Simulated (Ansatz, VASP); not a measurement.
**One calculation of Bi, two programs**

```
CELL_PARAMETERS angstrom
0.00000 2.47407 2.47407
2.47407 0.00000 2.47407
2.47407 2.47407 0.00000
ATOMIC_POSITIONS crystal
Bi 0.00000 0.00000 0.00000
```

Alike in both runs: functional PBEsol; k mesh 14 × 14 × 14; occupations gaussian, width 0.1 eV; no spin polarisation.

Ansatz relaxed the structure, and its values are those at the end. VASP's run is a single point on that final structure, the one shown.

```csv
,VASP,Ansatz
version,VASP 6.6.1,Ansatz 0.2.0
potentials or method,"VASP PAW PBE potentials, release 64 (Bi_d), cutoff 520 eV","scalar-relativistic, plane waves, PAW"
valence electrons in the cell,15,15
```

```csv
,VASP,Ansatz,Ansatz less VASP
gap on the k mesh at the Fermi level (eV),none,none,-
pressure (GPa),-0.1,-0.1,+0.03
```

VASP's potentials were made for PBE, not for PBEsol. A gap of «none» marks a metal or a gap that the smearing closes.

Neither program's run includes spin-orbit coupling.
